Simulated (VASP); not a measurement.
# Mg2CdN2 (P-3m1) in VASP: further runs

Aim: see how the results for Mg2CdN2 move with the level of theory and the settings. Levels: PBE, PBE+U. Tasks: single point.

All numbers are computed with VASP 6.6.1; they aren't measurements. Logs are shortened: lines on timing, memory, paths and dates and some standing lists are left out, and cuts for length are marked.

## (1) The cell of the first run

The structure is trigonal, space group P-3m1 (No. 164). Conventional cell: a = 4.040 Å, b = 4.040 Å, c = 6.804 Å, α = 90.00°, β = 90.00°, γ = 120.00°. Within 3.2 Å of Mg (site symmetry 3m) lie 4 N at 2.39 to 2.59 Å and 3 Mg at 3.13 Å. Within 3.9 Å of Cd (site symmetry -3m) lie 6 N at 2.98 Å and 6 Mg at 3.32 Å. Within 3.2 Å of N (site symmetry 3m) lie 4 Mg at 2.39 to 2.59 Å and 3 Cd at 2.98 Å.

## (2) Single point, PBE

Input file INCAR:

```
SYSTEM = Mg2CdN2
PREC     = Accurate       ! precision mode
ENCUT    = 600            ! plane-wave cutoff, eV
EDIFF    = 1E-6           ! SCF threshold, eV
ISMEAR   = 0              ! smearing method
SIGMA    = 0.1            ! smearing width, eV
LREAL    = .False.        ! projectors in reciprocal space
LASPH    = .True.         ! aspherical terms in the spheres
NELM     = 120            ! most SCF steps
ALGO     = Normal         ! electronic algorithm
ISIF     = 2              ! what is computed and relaxed
LWAVE    = .False.        ! write WAVECAR
LCHARG   = .False.        ! write CHGCAR
GGA      = PE             ! functional
NBANDS   = 21             ! bands
GGA_COMPAT= .False.
```

Input file KPOINTS:

```
Automatic mesh
0
Gamma
  2 2 1
  0 0 0
```

Input file POSCAR:

```
Mg2CdN2
1.0
    4.0397389428      0.0000000000      0.0000000000
   -2.0198694714      3.4985165491      0.0000000000
    0.0000000000      0.0000000000      6.8038035380
Mg Cd N
2 1 2
Direct
    0.6666666667      0.3333333333      0.1534420000
    0.3333333333      0.6666666667      0.8465580000
    0.0000000000      0.0000000000      0.5000000000
    0.6666666667      0.3333333333      0.7722310000
    0.3333333333      0.6666666667      0.2277690000
```

Potentials or basis: VASP PAW PBE potentials, release 64 (Mg, Cd, N).

Started as:

```console
> cat potpaw_PBE.64/Mg/POTCAR potpaw_PBE.64/Cd/POTCAR potpaw_PBE.64/N/POTCAR > POTCAR
> mpirun -np 1 vasp_std > vasp.out
```

OUTCAR:

```text
SYSTEM = Mg2CdN2
   PREC = Accurate
   ENCUT = 600
   EDIFF = 1E-6
   ISMEAR = 0
   LREAL = .False.
   LASPH = .True.
   NELM = 120
   ISIF = 2
   GGA = PE

 ion  position               nearest neighbor table
   1  0.667  0.333  0.153-   5 2.39   5 2.39   5 2.39   4 2.59   2 3.13   2 3.13   2 3.13   3 3.32
                             3 3.32   3 3.32
   2  0.333  0.667  0.847-   4 2.39   4 2.39   4 2.39   5 2.59   1 3.13   1 3.13   1 3.13   3 3.32
                             3 3.32   3 3.32
   3  0.000  0.000  0.500-   1 3.32   2 3.32   2 3.32   1 3.32   1 3.32   2 3.32
   4  0.667  0.333  0.772-   2 2.39   2 2.39   2 2.39   1 2.59
   5  0.333  0.667  0.228-   1 2.39   1 2.39   1 2.39   2 2.59

  LATTYP: Found a hexagonal cell.
 ALAT       =     4.0397389428
 C/A-ratio  =     1.6842186177

  Lattice vectors:

 A1 = (   4.0397389428,   0.0000000000,   0.0000000000)
 A2 = (  -2.0198694714,   3.4985165491,   0.0000000000)
 A3 = (   0.0000000000,   0.0000000000,   6.8038035380)

Analysis of symmetry for initial positions (statically):
=====================================================================
 Subroutine PRICEL returns:
 Original cell was already a primitive cell.

 Routine SETGRP: Setting up the symmetry group for a
 hexagonal supercell.

 Subroutine GETGRP returns: Found 12 space group operations
 (whereof 12 operations were pure point group operations)
 out of a pool of 24 trial point group operations.

The static configuration has the point symmetry D_3d.

Analysis of symmetry for dynamics (positions and initial velocities):
=====================================================================
 Subroutine PRICEL returns:
 Original cell was already a primitive cell.

 Routine SETGRP: Setting up the symmetry group for a
 hexagonal supercell.

 Subroutine GETGRP returns: Found 12 space group operations
 (whereof 12 operations were pure point group operations)
 out of a pool of 24 trial point group operations.

The dynamic configuration has the point symmetry D_3d.

 Subroutine INISYM returns: Found 12 space group operations
 (whereof 12 operations are pure point group operations),
 and found     1 'primitive' translations

----------------------------------------------------------------------------------------

                                     Primitive cell

  volume of cell :      96.1588

  direct lattice vectors                    reciprocal lattice vectors
     4.039738943  0.000000000  0.000000000     0.247540748  0.142917718  0.000000000
    -2.019869471  3.498516549  0.000000000     0.000000000  0.285835435  0.000000000
     0.000000000  0.000000000  6.803803538     0.000000000  0.000000000  0.146976613

  length of vectors
     4.039738943  4.039738943  6.803803538     0.285835435  0.285835435  0.146976613

  position of ions in fractional coordinates (direct lattice)
     0.666666667  0.333333333  0.153442000
     0.333333333  0.666666667  0.846558000
     0.000000000  0.000000000  0.500000000
     0.666666667  0.333333333  0.772231000
     0.333333333  0.666666667  0.227769000

  ion indices of the primitive-cell ions
   primitive index   ion index
                 1           1
                 2           2
                 3           3
                 4           4
                 5           5

----------------------------------------------------------------------------------------

 KPOINTS: Automatic mesh

Automatic generation of k-mesh.
 Grid dimensions read from file:
 generate k-points for:    2    2    1

 Generating k-lattice:

  Cartesian coordinates                     Fractional coordinates (reciprocal lattice)
     0.123770374  0.071458859  0.000000000     0.500000000  0.000000000  0.000000000
     0.000000000  0.142917718  0.000000000     0.000000000  0.500000000  0.000000000
     0.000000000  0.000000000  0.146976613     0.000000000  0.000000000  1.000000000

  Length of vectors
     0.142917718  0.142917718  0.146976613

  Shift w.r.t. Gamma in fractional coordinates (k-lattice)
     0.000000000  0.000000000  0.000000000

 Subroutine IBZKPT returns following result:
 ===========================================

 Found      2 irreducible k-points:

 Following reciprocal coordinates:
            Coordinates               Weight
  0.000000  0.000000  0.000000      1.000000
  0.500000 -0.000000  0.000000      3.000000
   k-points           NKPTS =      2   k-points in BZ     NKDIM =      2   number of bands    NBANDS=     21
   number of dos      NEDOS =    301   number of ions     NIONS =      5
   total plane-waves  NPLWV =  55296
   dimension x,y,z NGX =    32 NGY =   32 NGZ =   54
   dimension x,y,z NGXF=    64 NGYF=   64 NGZF=  108
   ions per type =               2   1   2
   NGX,Y,Z   is equivalent  to a cutoff of  13.17, 13.17, 13.19 a.u.
   NGXF,Y,Z  is equivalent  to a cutoff of  26.34, 26.34, 26.39 a.u.
 SYSTEM =  Mg2CdN2
   PREC   = accura    normal or accurate (medium, high low for compatibility)
   ISTART =      0    job   : 0-new  1-cont  2-samecut
   ICHARG =      2    charge: 1-file 2-atom 10-const
   ISPIN  =      1    spin polarized calculation?
   LNONCOLLINEAR =      F non collinear calculations
   LSORBIT =      F    spin-orbit coupling
   LASPH  =      T    aspherical Exc in radial PAW
   ENCUT  =  600.0 eV  44.10 Ry    6.64 a.u.   8.07  8.07 13.59*2*pi/ulx,y,z
   NELM   =    120;   NELMIN=  2; NELMDL= -5     # of ELM steps
   EDIFF  = 0.1E-05   stopping-criterion for ELM
   LREAL  =      F    real-space projection
[... 7 lines left out ...]
   TEBEG  =    0.0;   TEEND  =   0.0 temperature during run
   PSTRESS=    0.0 pullay stress
   NELECT =      26.0000    total number of electrons
   NUPDOWN=      -1.0000    fix difference up-down
   EMIN   =  10.00;   EMAX   =-10.00  energy-range for DOS
   EFERMI =   0.00;   METHOD = LEGACY
   ISMEAR =     0;   SIGMA  =   0.10  broadening in eV -4-tet -1-fermi 0-gaus
   EFERMI_NEDOS =   21; number of points for ismear=-14 and -15
   IALGO  =     38    algorithm
   IMIX   =      4    mixing-type and parameters
     AMIX     =   0.40;   BMIX     =  1.00
     AMIX_MAG =   1.60;   BMIX_MAG =  1.00
  volume/ion in A,a.u.               =      19.23       129.78
  Fermi-wavevector in a.u.,A,eV,Ry     =   1.058611  2.000484 15.247459  1.120657
  Thomas-Fermi vector in A             =   2.193926
   LORBIT       =      0    0 simple, 1 ext, 2 COOP (PROOUT), +10 PAW based schemes
   GGA     = PE    functional components
   LHFCALC =     F    Hartree Fock is set to
   AEXX    =    0.0000 exact exchange contribution
   IVDW    =     0    specifies the selected vdW correction
   LEPSILON=     F    determine dielectric tensor
   LRPA    =     F    only Hartree local field effects (RPA)
 non-spin polarized calculation
 Gauss-broadening in eV      SIGMA  =   0.10
  energy-cutoff  :      600.00
  volume of cell :       96.16
 maximum number of plane-waves:      3210
   NGX = 17   NGY = 17   NGZ = 27

 number of electron      25.9999996 magnetization

 Free energy of the ion-electron system (eV)
  ---------------------------------------------------
  ext. energy  EPLUGINS =         0.00000000
  ---------------------------------------------------
  free energy    TOTEN  =       -18.59381206 eV

  energy without entropy =      -18.54607710  energy(sigma->0) =      -18.56994458

 E-fermi :   0.5344     XC(G=0):  -8.9967

 val. band max:        0.4935027103   @ k =   0.0000   0.0000   0.0000
 cond. band min:       2.5328383732   @ k =   0.5000  -0.0000   0.0000
 fundamental gap:      2.0393356629
 Fermi energy:         0.5344192272

 k-point     1 :       0.0000    0.0000    0.0000
  band No.  band energies     occupation
      1     -11.2526      2.00000
      2     -10.8076      2.00000
      3      -6.9482      2.00000
      4      -6.8971      2.00000
      5      -6.8971      2.00000
      6      -6.8466      2.00000
[... 13 lines left out ...]
     20       9.6185      0.00000
     21       9.6185      0.00000

 k-point     2 :       0.5000   -0.0000    0.0000
  band No.  band energies     occupation
      1     -10.7980      2.00000
      2     -10.7302      2.00000
      3      -6.9814      2.00000
      4      -6.8940      2.00000
      5      -6.8923      2.00000
      6      -6.7662      2.00000
[... 13 lines left out ...]
     20       7.4018      0.00000
     21       9.0743      0.00000

------------------------ aborting loop because EDIFF is reached ----------------------------------------

  FORCE on cell =-STRESS in cart. coord.  units (eV):
  Direction    XX          YY          ZZ          XY          YZ          ZX
  --------------------------------------------------------------------------------------
  -------------------------------------------------------------------------------------
  Total      -10.1244980    -10.1244980     -9.2597216     -0.0000000      0.0000000      0.0000000
  in kB     -168.6922319   -168.6922319   -154.2835113     -0.0000000      0.0000000      0.0000000
  external PRESSURE =    -163.8893251 kB  Pullay stress =       0.0000000 kB

 VOLUME and BASIS-vectors are now :
 -----------------------------------------------------------------------------
  energy-cutoff  :      600.00
  volume of cell :       96.16
      direct lattice vectors                 reciprocal lattice vectors
     4.039738943  0.000000000  0.000000000     0.247540748  0.142917718  0.000000000
    -2.019869471  3.498516549  0.000000000     0.000000000  0.285835435  0.000000000
     0.000000000  0.000000000  6.803803538     0.000000000  0.000000000  0.146976613

 POSITION                                       TOTAL-FORCE (eV/Angst)
 -----------------------------------------------------------------------------------
      2.01987      1.16617      1.04399         0.000000      0.000000      0.169845
     -0.00000      2.33234      5.75981         0.000000     -0.000000     -0.169845
      0.00000      0.00000      3.40190         0.000000      0.000000      0.000000
      2.01987      1.16617      5.25411         0.000000     -0.000000      1.082891
     -0.00000      2.33234      1.54970        -0.000000      0.000000     -1.082891
 -----------------------------------------------------------------------------------
    total drift:                                0.000000      0.000000      0.000000

  FREE ENERGIE OF THE ION-ELECTRON SYSTEM (eV)
  ---------------------------------------------------
  free  energy   TOTEN  =       -18.5938120590 eV

  energy  without entropy=      -18.5460770962  energy(sigma->0) =      -18.56994458
```

It took 16 s on 1 thread of Intel Xeon 8259CL, shared host; peak memory 0.22 GiB.

Results:

| Quantity | Value |
| --- | --- |
| Free energy | -18.5938 eV |
| Pressure | -16.4 GPa |
| Largest force | 1.083 eV/Å |
| Band gap on the k mesh | zero (filled and empty bands touch) |

Forces on the atoms (eV/Å):
```
Mg   0.000  0.000  0.170
Mg   0.000  0.000 -0.170
Cd   0.000  0.000  0.000
N    0.000  0.000  1.083
N    0.000  0.000 -1.083
```

Caveat: the k points lie up to 0.92 Å⁻¹ apart; forces of over 1 eV/Å act on the atoms, so gaps and moduli don't describe the material at rest.

## (3) Single point, PBE

This run uses another cell than the first one, of 13.08 Å³/atom, 0.680 times its volume.

Input file INCAR:

```
PREC = Accurate
ENCUT = 600
EDIFF = 1E-6
ISMEAR = -1
SIGMA = 0.013
LREAL = F
LASPH = T
NELM = 120
ALGO = Normal
ISIF = 2
LWAVE = F
LCHARG = F
GGA = PE
NBANDS = 21
NELECT = 26.5
GGA_COMPAT = F
```

Input file KPOINTS:

```
regular mesh
0
Gamma
  3 3 1
```

POSCAR, as its differences from that of step 2:

```diff
@@ -2,5 +2,5 @@
 1.0
-    4.0397389428      0.0000000000      0.0000000000
-   -2.0198694714      3.4985165491      0.0000000000
-    0.0000000000      0.0000000000      6.8038035380
+    3.5528825911      0.0000000000      0.0000000000
+   -1.7764412955      3.0768865806      0.0000000000
+    0.0000000000      0.0000000000      5.9838310064
 Mg Cd N
```

Potentials or basis: VASP PAW PBE potentials, release 64 (Mg, Cd, N).

Started as:

```console
> cat potpaw_PBE.64/Mg/POTCAR potpaw_PBE.64/Cd/POTCAR potpaw_PBE.64/N/POTCAR > POTCAR
> mpirun -np 1 vasp_std > vasp.out
```

OUTCAR:

```text
PREC = Accurate
   ENCUT = 600
   EDIFF = 1E-6
   ISMEAR = -1
   LREAL = F
   LASPH = T
   NELM = 120
   ISIF = 2
   GGA = PE
   NELECT = 26.5

 ion  position               nearest neighbor table
   1  0.667  0.333  0.153-   5 2.10   5 2.10   5 2.10   4 2.28   2 2.75   2 2.75   2 2.75   3 2.92
                             3 2.92   3 2.92
   2  0.333  0.667  0.847-   4 2.10   4 2.10   4 2.10   5 2.28   1 2.75   1 2.75   1 2.75   3 2.92
                             3 2.92   3 2.92
   3  0.000  0.000  0.500-   4 2.62   5 2.62   4 2.62   5 2.62   4 2.62   5 2.62   1 2.92   2 2.92
[... 255 lines left out ...]
  -------------------------------------------------------------------------------------
  Total        4.8564481      4.8564481      5.1163027      0.0000000      0.0000000     -0.0000000
  in kB      118.9481431    118.9481431    125.3127190      0.0000000      0.0000000     -0.0000000
  external PRESSURE =     121.0696684 kB  Pullay stress =       0.0000000 kB

 VOLUME and BASIS-vectors are now :
 -----------------------------------------------------------------------------
  energy-cutoff  :      600.00
  volume of cell :       65.41
      direct lattice vectors                 reciprocal lattice vectors
     3.552882591  0.000000000  0.000000000     0.281461595  0.162501927  0.000000000
    -1.776441295  3.076886581  0.000000000     0.000000000  0.325003855  0.000000000
     0.000000000  0.000000000  5.983831006     0.000000000  0.000000000  0.167117019

 POSITION                                       TOTAL-FORCE (eV/Angst)
 -----------------------------------------------------------------------------------
      1.77644      1.02563      0.91817         0.000000      0.000000     -0.032492
     -0.00000      2.05126      5.06566        -0.000000     -0.000000      0.032492
      0.00000      0.00000      2.99192         0.000000     -0.000000      0.000000
      1.77644      1.02563      4.62090        -0.000000      0.000000      0.690029
     -0.00000      2.05126      1.36293         0.000000     -0.000000     -0.690029
 -----------------------------------------------------------------------------------
    total drift:                                0.000000     -0.000000      0.000000

  FREE ENERGIE OF THE ION-ELECTRON SYSTEM (eV)
  ---------------------------------------------------
  free  energy   TOTEN  =       -19.1818014907 eV

  energy  without entropy=      -19.1779791018  energy(sigma->0) =      -19.17989030
```

OSZICAR:

```text
N       E                     dE             d eps       ncg     rms          rms(c)
DAV:   1     0.173743675981E+03    0.17374E+03   -0.14025E+04   126   0.129E+03
DAV:   2    -0.125363840160E+02   -0.18628E+03   -0.17493E+03   136   0.306E+02
DAV:   3    -0.254055132051E+02   -0.12869E+02   -0.12779E+02   156   0.817E+01
DAV:   4    -0.255118013403E+02   -0.10629E+00   -0.10625E+00   141   0.784E+00
DAV:   5    -0.255123213893E+02   -0.52005E-03   -0.52005E-03   141   0.536E-01    0.132E+01
DAV:   6    -0.192598891445E+02    0.62524E+01   -0.22099E+01   162   0.557E+01    0.983E+00
DAV:   7    -0.192670271790E+02   -0.71380E-02   -0.30157E+00   136   0.142E+01    0.439E+00
DAV:   8    -0.191997308079E+02    0.67296E-01   -0.39848E-01   141   0.371E+00    0.171E+00
DAV:   9    -0.191833318361E+02    0.16399E-01   -0.31499E-02   141   0.137E+00    0.493E-01
DAV:  10    -0.191816537131E+02    0.16781E-02   -0.13543E-02   136   0.740E-01    0.143E-01
DAV:  11    -0.191817907103E+02   -0.13700E-03   -0.50725E-04   141   0.171E-01    0.329E-02
DAV:  12    -0.191818003266E+02   -0.96162E-05   -0.30170E-05   144   0.411E-02    0.148E-02
DAV:  13    -0.191818016334E+02   -0.13069E-05   -0.27052E-06   133   0.107E-02    0.424E-03
DAV:  14    -0.191818014907E+02    0.14275E-06   -0.54914E-07    68   0.535E-03
   1 F= -.19181801E+02 E0= -.19179890E+02  d E =-.382239E-02
```

Wall time 18 s (1 thread of Intel Xeon 8259CL, shared host); peak memory 0.18 GiB.

Results:

| Property | Result |
| --- | --- |
| Free energy | -19.1818 eV |
| Largest force | 0.690 eV/Å |

Forces on the atoms (eV/Å):
```
Mg   0.000  0.000 -0.032
Mg   0.000  0.000  0.032
Cd   0.000  0.000  0.000
N    0.000  0.000  0.690
N    0.000  0.000 -0.690
```

Caveat: the k points lie up to 1.05 Å⁻¹ apart; the cell carries a net charge on a neutralising background, which shifts energy and pressure; the cell is charged against a uniform background, so pressure and absolute levels hang on convention.

## (4) Single point, PBE+U

This run uses another cell than the first one, of 15.18 Å³/atom, 0.789 times its volume.

Input file INCAR:

```
PREC = Accurate ; ENCUT = 600
EDIFF = 1E-6 ; ISMEAR = 0
SIGMA = 0.1 ; LREAL = False
LASPH = True ; NELM = 200
ALGO = Normal ; ISIF = 2
LWAVE = False ; LCHARG = True
LDAU = True ; LDAUTYPE = 2
LDAUL = -1 2 -1 ; LDAUU = 0 0.63 0
LDAUJ = 0 0 0 ; LDAUPRINT = 1
GGA = PE ; LELF = True
LVHAR = True ; NBANDS = 21
GGA_COMPAT = False
```

KPOINTS is that of step 3.

POSCAR, as its differences from that of step 3:

```diff
@@ -2,5 +2,5 @@
 1.0
-    3.5528825911      0.0000000000      0.0000000000
-   -1.7764412955      3.0768865806      0.0000000000
-    0.0000000000      0.0000000000      5.9838310064
+    3.7330761786      0.0000000000      0.0000000000
+   -1.8665380893      3.2329388050      0.0000000000
+    0.0000000000      0.0000000000      6.2873164013
 Mg Cd N
```

Started as:

```console
> cat potpaw_PBE.64/Mg/POTCAR potpaw_PBE.64/Cd/POTCAR potpaw_PBE.64/N/POTCAR > POTCAR
> mpirun -np 1 vasp_std > vasp.out
```

Wall time 24 s (1 thread of Intel Xeon 8259CL, shared host); peak memory 0.2 GiB.

Results (log left out):

* Free energy: -20.8817 eV
* Pressure: -10.8 GPa
* Largest force: 0.376 eV/Å
* Band gap on the k mesh: zero (band 13 reaches 1.64 eV, above the bottom of band 14 at 1.60 eV)

Forces on the atoms (eV/Å):
```
Mg   0.000  0.000  0.121
Mg   0.000  0.000 -0.121
Cd   0.000  0.000  0.000
N    0.000  0.000  0.376
N    0.000  0.000 -0.376
```

Stress tensor (GPa, compression positive):
```
-11.11   0.00   0.00
  0.00 -11.11   0.00
  0.00   0.00 -10.16
```

Levels at points of the mesh, in eV from the Fermi level:
| k point | band 11 | band 12 | band 13 | band 14 | band 15 | band 16 |
| --- | --- | --- | --- | --- | --- | --- |
| (0.00, 0.00, 0.00) | -0.17 | -0.15 | -0.15 | -0.13 | 3.63 | 6.14 |

Eigenvalues of the final occupation matrices:
| site | spin | trace | eigenvalues |
| --- | --- | --- | --- |
| site 3 d | 1 | 4.81 | 0.96 0.96 0.96 0.97 0.97 |
| site 3 d | 2 | 4.81 | 0.96 0.96 0.96 0.97 0.97 |

Caveat: the k points lie up to 1.00 Å⁻¹ apart; U without spin polarisation on a metal has little footing.

(Continued in part 2 of 2.)
